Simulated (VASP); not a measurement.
# BeCr3 (Pm-3m) in VASP: a series of runs, part 2 of 2

VASP 6.6.1.

## Step 4: Single point, PBE, collinear spin, ferromagnetic start

This run uses another cell than the first one, of 10.56 Å³/atom, 1.058 times its volume.

File INCAR:

```
SYSTEM = BeCr3
PREC = Accurate
ENCUT = 520
EDIFF = 1E-7
ISMEAR = -1
SIGMA = 0.05
LREAL = .FALSE.
LASPH = .TRUE.
NELM = 150
ALGO = Normal
ISIF = 2
LWAVE = .FALSE.
LCHARG = .FALSE.
ISPIN = 2
MAGMOM = 0 3.9 3.9 3.9
LORBIT = 11
LMAXMIX = 4
GGA = PE
NBANDS = 31
```

File KPOINTS:

```
Automatic mesh
0
G
  7 7 7
  0 0 0
```

File POSCAR:

```
BeCr3
1.0
    3.4827394833      0.0000000000      0.0000000000
    0.0000000000      3.4827394833      0.0000000000
    0.0000000000      0.0000000000      3.4827394833
Be Cr
1 3
Direct
    0.0000000000      0.0000000000      0.0000000000
    0.0000000000      0.5000000000      0.5000000000
    0.5000000000      0.0000000000      0.5000000000
    0.5000000000      0.5000000000      0.0000000000
```

Potentials or basis: VASP PAW PBE potentials, release 64 (Be, Cr_pv).

Command:

```
> cat potpaw_PBE.64/Be/POTCAR potpaw_PBE.64/Cr_pv/POTCAR > POTCAR
> mpirun -np 1 vasp_std > vasp.out
```

OUTCAR:

```text
SYSTEM = BeCr3
   PREC = Accurate
   ENCUT = 520
   EDIFF = 1E-7
   ISMEAR = -1
   LREAL = .FALSE.
   LASPH = .TRUE.
   NELM = 150
   ISIF = 2
   ISPIN = 2
   LORBIT = 11
   GGA = PE

 ion  position               nearest neighbor table
   1  0.000  0.000  0.000-   2 2.46   3 2.46   4 2.46   2 2.46   3 2.46   2 2.46   4 2.46   2 2.46
                             3 2.46   4 2.46   3 2.46   4 2.46
   2  0.000  0.500  0.500-   1 2.46   3 2.46   4 2.46   1 2.46   4 2.46   1 2.46   3 2.46   1 2.46
                             3 2.46   4 2.46   4 2.46   3 2.46
   3  0.500  0.000  0.500-   1 2.46   2 2.46   4 2.46   1 2.46   4 2.46   2 2.46   4 2.46   4 2.46
                             1 2.46   2 2.46   1 2.46   2 2.46
   4  0.500  0.500  0.000-   1 2.46   2 2.46   3 2.46   2 2.46   3 2.46   1 2.46   3 2.46   3 2.46
                             1 2.46   2 2.46   2 2.46   1 2.46

  LATTYP: Found a simple cubic cell.
[... 1589 lines left out ...]
 -----------------------------------------------------------------------------------
      0.00000      0.00000      0.00000         0.000000      0.000000      0.000000
      0.00000      1.74137      1.74137         0.000000      0.000000      0.000000
      1.74137      0.00000      1.74137         0.000000      0.000000      0.000000
      1.74137      1.74137      0.00000         0.000000      0.000000      0.000000
 -----------------------------------------------------------------------------------
    total drift:                                0.000000      0.000000      0.000000

  FREE ENERGIE OF THE ION-ELECTRON SYSTEM (eV)
  ---------------------------------------------------
  free  energy   TOTEN  =       -31.8189614590 eV

  energy  without entropy=      -31.7842639104  energy(sigma->0) =      -31.80161268

 total charge

# of ion       s       p       d       tot
------------------------------------------
    1        0.452   0.749   0.000   1.201
    2        0.435   6.386   4.286  11.106
    3        0.435   6.386   4.286  11.106
    4        0.435   6.386   4.286  11.106
--------------------------------------------------
tot          1.756  19.906  12.859  34.521

 magnetization (x)

# of ion       s       p       d       tot
------------------------------------------
    1       -0.000   0.000   0.000   0.000
    2        0.000  -0.000   0.000   0.000
    3        0.000  -0.000   0.000   0.000
    4        0.000  -0.000   0.000   0.000
--------------------------------------------------
tot          0.000  -0.000   0.000   0.000
```

OSZICAR:

```text
N       E                     dE             d eps       ncg     rms          rms(c)
DAV:   1     0.445860040946E+03    0.44586E+03   -0.21400E+04  2496   0.149E+03
DAV:   2    -0.129454033372E+02   -0.45881E+03   -0.44030E+03  2501   0.453E+02
DAV:   3    -0.317598703118E+02   -0.18814E+02   -0.18414E+02  2746   0.109E+02
DAV:   4    -0.320118471236E+02   -0.25198E+00   -0.25149E+00  3046   0.121E+01
DAV:   5    -0.320180484173E+02   -0.62013E-02   -0.61737E-02  2917   0.187E+00    0.344E+01
DAV:   6    -0.311130662753E+02    0.90498E+00   -0.25269E+01  2755   0.456E+01    0.944E+00
DAV:   7    -0.317971955941E+02   -0.68413E+00   -0.24479E+00  2760   0.115E+01    0.498E+00
DAV:   8    -0.318283723251E+02   -0.31177E-01   -0.11142E-01  2956   0.200E+00    0.192E+00
DAV:   9    -0.318200660484E+02    0.83063E-02   -0.52252E-02  2755   0.141E+00    0.767E-01
DAV:  10    -0.318188828861E+02    0.11832E-02   -0.70885E-03  2855   0.714E-01    0.276E-01
DAV:  11    -0.318189377221E+02   -0.54836E-04   -0.55115E-04  3080   0.151E-01    0.107E-01
DAV:  12    -0.318189642622E+02   -0.26540E-04   -0.10395E-04  2873   0.574E-02    0.396E-02
DAV:  13    -0.318189655679E+02   -0.13057E-05   -0.11283E-05  3000   0.249E-02    0.141E-02
DAV:  14    -0.318189631634E+02    0.24045E-05   -0.15098E-06  2944   0.968E-03    0.465E-03
DAV:  15    -0.318189619896E+02    0.11737E-05   -0.20677E-07  2158   0.381E-03    0.209E-03
DAV:  16    -0.318189616111E+02    0.37858E-06   -0.24316E-08  1814   0.153E-03    0.819E-04
DAV:  17    -0.318189614527E+02    0.15836E-06   -0.75945E-09  1688   0.770E-04    0.166E-04
DAV:  18    -0.318189614590E+02   -0.62882E-08   -0.16763E-09  1688   0.306E-04
   1 F= -.31818961E+02 E0= -.31801613E+02  d E =-.346975E-01  mag=    -0.0000
```

It took 51 s on 1 thread of AMD EPYC 9R14 (Zen 4), shared host; peak memory 0.15 GiB.

What came out:

| Quantity | Value |
| --- | --- |
| Free energy | -31.8190 eV |
| Pressure | 4.7 GPa |
| Band gap on the k mesh | zero (filled and empty bands overlap) |
| Net moment | 0.00 μB per cell |
| Valence electrons inside the program's atomic spheres | Be 1.20; Cr 11.11 |

Caveat: the starting moments collapsed, and a magnetic state may lie lower.

## Step 5: Single point, PBE, collinear spin, ferromagnetic start

This run uses another cell than the first one, of 10.80 Å³/atom, 1.082 times its volume.

INCAR is that of step 4.

File KPOINTS:

```
regular mesh
0
G
  7 7 7
  0 0 0
```

File POSCAR:

```
BeCr3
1.0
    3.5087984111      0.0000000000      0.0000000000
    0.0000000000      3.5087984111      0.0000000000
    0.0000000000      0.0000000000      3.5087984111
Be Cr
1 3
Direct
    0.0000000000      0.0000000000      0.0000000000
    0.0000000000      0.5000000000      0.5000000000
    0.5000000000      0.0000000000      0.5000000000
    0.5000000000      0.5000000000      0.0000000000
```

Potentials or basis: VASP PAW PBE potentials, release 64 (Be, Cr_pv).

Command:

```
> cat potpaw_PBE.64/Be/POTCAR potpaw_PBE.64/Cr_pv/POTCAR > POTCAR
> mpirun -np 1 vasp_std > vasp.out
```

OUTCAR:

```text
SYSTEM = BeCr3
   PREC = Accurate
   ENCUT = 520
   EDIFF = 1E-7
   ISMEAR = -1
   LREAL = .FALSE.
   LASPH = .TRUE.
   NELM = 150
   ISIF = 2
   ISPIN = 2
   LORBIT = 11
   GGA = PE

 ion  position               nearest neighbor table
   1  0.000  0.000  0.000-   2 2.48   3 2.48   4 2.48   2 2.48   3 2.48   2 2.48   4 2.48   2 2.48
                             3 2.48   4 2.48   3 2.48   4 2.48
   2  0.000  0.500  0.500-   1 2.48   3 2.48   4 2.48   1 2.48   4 2.48   1 2.48   3 2.48   1 2.48
                             3 2.48   4 2.48   4 2.48   3 2.48
   3  0.500  0.000  0.500-   1 2.48   2 2.48   4 2.48   1 2.48   4 2.48   2 2.48   4 2.48   4 2.48
                             1 2.48   2 2.48   1 2.48   2 2.48
   4  0.500  0.500  0.000-   1 2.48   2 2.48   3 2.48   2 2.48   3 2.48   1 2.48   3 2.48   3 2.48
                             1 2.48   2 2.48   2 2.48   1 2.48

  LATTYP: Found a simple cubic cell.
 ALAT       =     3.5087984111

  Lattice vectors:

 A1 = (   3.5087984111,   0.0000000000,   0.0000000000)
 A2 = (   0.0000000000,   3.5087984111,   0.0000000000)
 A3 = (   0.0000000000,   0.0000000000,   3.5087984111)

Analysis of symmetry for initial positions (statically):
=====================================================================
 Subroutine PRICEL returns:
 Original cell was already a primitive cell.

 Routine SETGRP: Setting up the symmetry group for a
 simple cubic supercell.

 Subroutine GETGRP returns: Found 48 space group operations
 (whereof 48 operations were pure point group operations)
 out of a pool of 48 trial point group operations.

The static configuration has the point symmetry O_h .

Analysis of symmetry for dynamics (positions and initial velocities):
=====================================================================
 Subroutine PRICEL returns:
 Original cell was already a primitive cell.

 Routine SETGRP: Setting up the symmetry group for a
 simple cubic supercell.

 Subroutine GETGRP returns: Found 48 space group operations
 (whereof 48 operations were pure point group operations)
 out of a pool of 48 trial point group operations.

[... 166 lines left out ...]
 cond. band min:       9.8809079412   @ k =   0.4286   0.2857   0.0000
 fundamental gap:      0.0297353430
 Fermi energy:         9.8741391159

 spin component 1

 k-point     1 :       0.0000    0.0000    0.0000
  band No.  band energies     occupation
      1     -33.4691      1.00000
      2     -33.4691      1.00000
      3     -33.4691      1.00000
      4     -32.9972      1.00000
      5     -32.9972      1.00000
      6     -32.9972      1.00000
[... 669 lines left out ...]
     30      17.2251      0.00000
     31      17.2251      0.00000
 Fermi energy:         9.8741391159

 spin component 2

 k-point     1 :       0.0000    0.0000    0.0000
  band No.  band energies     occupation
      1     -33.4691      1.00000
      2     -33.4691      1.00000
      3     -33.4691      1.00000
      4     -32.9972      1.00000
      5     -32.9972      1.00000
      6     -32.9972      1.00000
[... 669 lines left out ...]
     30      17.2251      0.00000
     31      17.2255      0.00000

------------------------ aborting loop because EDIFF is reached ----------------------------------------

  FORCE on cell =-STRESS in cart. coord.  units (eV):
  Direction    XX          YY          ZZ          XY          YZ          ZX
  --------------------------------------------------------------------------------------
  -------------------------------------------------------------------------------------
  Total       -0.0804736     -0.0804736     -0.0804736      0.0000000     -0.0000000      0.0000000
  in kB       -2.9846194     -2.9846194     -2.9846194      0.0000000     -0.0000000      0.0000000
  external PRESSURE =      -2.9846194 kB  Pullay stress =       0.0000000 kB

 VOLUME and BASIS-vectors are now :
 -----------------------------------------------------------------------------
  energy-cutoff  :      520.00
  volume of cell :       43.20
      direct lattice vectors                 reciprocal lattice vectors
     3.508798411  0.000000000  0.000000000     0.284997849  0.000000000  0.000000000
     0.000000000  3.508798411  0.000000000     0.000000000  0.284997849  0.000000000
     0.000000000  0.000000000  3.508798411     0.000000000  0.000000000  0.284997849

 POSITION                                       TOTAL-FORCE (eV/Angst)
 -----------------------------------------------------------------------------------
      0.00000      0.00000      0.00000         0.000000      0.000000      0.000000
      0.00000      1.75440      1.75440         0.000000      0.000000      0.000000
      1.75440      0.00000      1.75440         0.000000      0.000000      0.000000
      1.75440      1.75440      0.00000         0.000000      0.000000      0.000000
 -----------------------------------------------------------------------------------
    total drift:                                0.000000      0.000000      0.000000

  FREE ENERGIE OF THE ION-ELECTRON SYSTEM (eV)
  ---------------------------------------------------
  free  energy   TOTEN  =       -31.8322727158 eV

  energy  without entropy=      -31.7970358368  energy(sigma->0) =      -31.81465428

 total charge

# of ion       s       p       d       tot
------------------------------------------
    1        0.445   0.728   0.000   1.172
    2        0.427   6.373   4.259  11.059
    3        0.427   6.373   4.259  11.059
    4        0.427   6.373   4.259  11.059
--------------------------------------------------
tot          1.727  19.847  12.777  34.350

 magnetization (x)

# of ion       s       p       d       tot
------------------------------------------
    1       -0.000   0.000   0.000  -0.000
    2        0.000  -0.000   0.000   0.000
    3        0.000  -0.000   0.000   0.000
    4        0.000  -0.000   0.000   0.000
--------------------------------------------------
tot          0.000  -0.000   0.000   0.000
```

OSZICAR:

```text
N       E                     dE             d eps       ncg     rms          rms(c)
DAV:   1     0.444138465103E+03    0.44414E+03   -0.21576E+04  2496   0.148E+03
DAV:   2    -0.131412657224E+02   -0.45728E+03   -0.43932E+03  2501   0.452E+02
DAV:   3    -0.319247803989E+02   -0.18784E+02   -0.18400E+02  2781   0.109E+02
DAV:   4    -0.321807636973E+02   -0.25598E+00   -0.25545E+00  2932   0.122E+01
DAV:   5    -0.321874632505E+02   -0.66996E-02   -0.66722E-02  2986   0.196E+00    0.338E+01
DAV:   6    -0.310940492184E+02    0.10934E+01   -0.25677E+01  2770   0.460E+01    0.941E+00
DAV:   7    -0.318016323973E+02   -0.70758E+00   -0.26812E+00  2753   0.119E+01    0.498E+00
DAV:   8    -0.318403494348E+02   -0.38717E-01   -0.12895E-01  2956   0.205E+00    0.197E+00
DAV:   9    -0.318332854439E+02    0.70640E-02   -0.53405E-02  2768   0.147E+00    0.811E-01
DAV:  10    -0.318321861686E+02    0.10993E-02   -0.81603E-03  2961   0.734E-01    0.281E-01
DAV:  11    -0.318322473618E+02   -0.61193E-04   -0.55824E-04  3107   0.153E-01    0.107E-01
DAV:  12    -0.318322742611E+02   -0.26899E-04   -0.98030E-05  2984   0.573E-02    0.404E-02
DAV:  13    -0.318322766482E+02   -0.23870E-05   -0.12258E-05  2946   0.239E-02    0.136E-02
DAV:  14    -0.318322744834E+02    0.21648E-05   -0.15959E-06  2892   0.949E-03    0.483E-03
DAV:  15    -0.318322732510E+02    0.12324E-05   -0.22022E-07  2277   0.376E-03    0.206E-03
DAV:  16    -0.318322728684E+02    0.38261E-06   -0.21154E-08  1814   0.142E-03    0.784E-04
DAV:  17    -0.318322727094E+02    0.15905E-06   -0.68754E-09  1695   0.700E-04    0.196E-04
DAV:  18    -0.318322727158E+02   -0.64556E-08   -0.16478E-09  1688   0.297E-04
   1 F= -.31832273E+02 E0= -.31814654E+02  d E =-.352369E-01  mag=     0.0000
```

stdout:

```text
POSCAR found type information on POSCAR BeCr
 POSCAR found :  2 types and       4 ions
 scaLAPACK will be used
 LDA part: xc-table for (Slater+PW92), standard interpolation
 POSCAR, INCAR and KPOINTS ok, starting setup
 FFT: planning ... GRIDC
 FFT: planning ... GRID_SOFT
 FFT: planning ... GRID
 WAVECAR not read
 entering main loop
```

Wall time 63 s (1 thread of AMD EPYC 9R14 (Zen 4), shared host); peak memory 0.15 GiB.

Results:

* Free energy: -31.8323 eV
* Pressure: -0.3 GPa
* Band gap on the k mesh: zero (filled and empty bands overlap)
* Net moment: 0.00 μB per cell
* Valence electrons inside the program's atomic spheres: Be 1.17; Cr 11.06

Caveat: the starting moments collapsed, and a magnetic state may lie lower.
